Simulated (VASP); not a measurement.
Here is a VASP 6.6.1 calculation.

INCAR

```
PREC     = Accurate       # precision mode
ENCUT    = 520            # plane-wave cutoff, eV
EDIFF    = 1E-6           # SCF threshold, eV
ISMEAR   = -1             # smearing method
SIGMA    = 0.01           # smearing width, eV
LREAL    = Auto         
LASPH    = True           # aspherical terms in the spheres
NELM     = 120            # most SCF steps
ALGO     = Normal         # electronic algorithm
ISIF     = 2              # what is computed and relaxed
LWAVE    = False          # write WAVECAR
LCHARG   = False          # write CHGCAR
GGA      = PE             # functional
NBANDS   = 92             # bands
GGA_COMPAT= False
```

Contents of KPOINTS:

```
Automatic mesh
0
Gamma
  2 2 2
  0.5 0.5 0.5
```

The input POSCAR:

```
TiAl16N16
1.0
    6.2595139100      0.0000000600      0.0000000000
   -3.1297570100      5.4208980300      0.0000000000
    0.0000000000      0.0000000000     10.0348065900
Al N Ti
16 16 1
Direct
    0.3281990800      0.1629913100      0.2588673300
    0.1650155800      0.3286754800      0.5018547700
    0.3320880200      0.1635727000      0.7547008300
    0.1736886100      0.3601230700      0.9865559200
    0.3358640100      0.6629298100      0.2554065100
    0.1663511500      0.8338979400      0.5018604100
    0.3346435300      0.6653468200      0.7321637200
    0.1884440300      0.8108266900      1.0005787800
    0.8239524900      0.1746455400      0.2598345500
    0.6650670900      0.3351014800      0.5071600100
    0.8323156200      0.1677282800      0.7517099000
    0.6652965200      0.3347495900      1.0086632200
    0.8366109300      0.6716887100      0.2591798000
    0.6706971200      0.8349803500      0.5019187100
    0.8370083700      0.6687665300      0.7546616800
    0.6396458500      0.8254987300      0.9868640100
    0.3343083900      0.1674725600      0.4464477100
    0.1687602200      0.3470003400      0.1854863300
    0.3261951400      0.1608820500      0.9461686700
    0.1649491900      0.3252835800      0.6908735300
    0.3330382300      0.6659017000      0.4480028500
    0.1813163600      0.8190217000      0.1899389600
    0.3352561600      0.6644621600      0.9166353400
    0.1672284200      0.8336519800      0.6907760400
    0.8295116800      0.1702133200      0.4465106000
    0.6631710100      0.3366739900      0.1969914600
    0.8290946300      0.1700363200      0.9418898300
    0.6669641100      0.3341928200      0.6965017700
    0.8325872200      0.6663645400      0.4467180200
    0.6511077600      0.8286898900      0.1849741000
    0.8402912400      0.6740517300      0.9459193200
    0.6743959600      0.8351828000      0.6909031500
   -0.0008975200      0.0008622000      0.0993954000
```

Potentials or basis: VASP PAW PBE potentials, release 64 (Al, N, Ti_sv).

Command:

```sh
$ cat potpaw_PBE.64/Al/POTCAR potpaw_PBE.64/N/POTCAR potpaw_PBE.64/Ti_sv/POTCAR > POTCAR
$ mpirun -np 1 vasp_std > vasp.out
```

(1) What does it give for the largest force?

(2) What does it give for the pressure?

(3) What does it give for the band gap on the k mesh?

Answers

(1) 0.655 eV/Å.

(2) 8.4 GPa.

(3) zero (bands 70 and 71 overlap by 0.13 eV).

Caveat: the k points lie up to 0.58 Å⁻¹ apart.
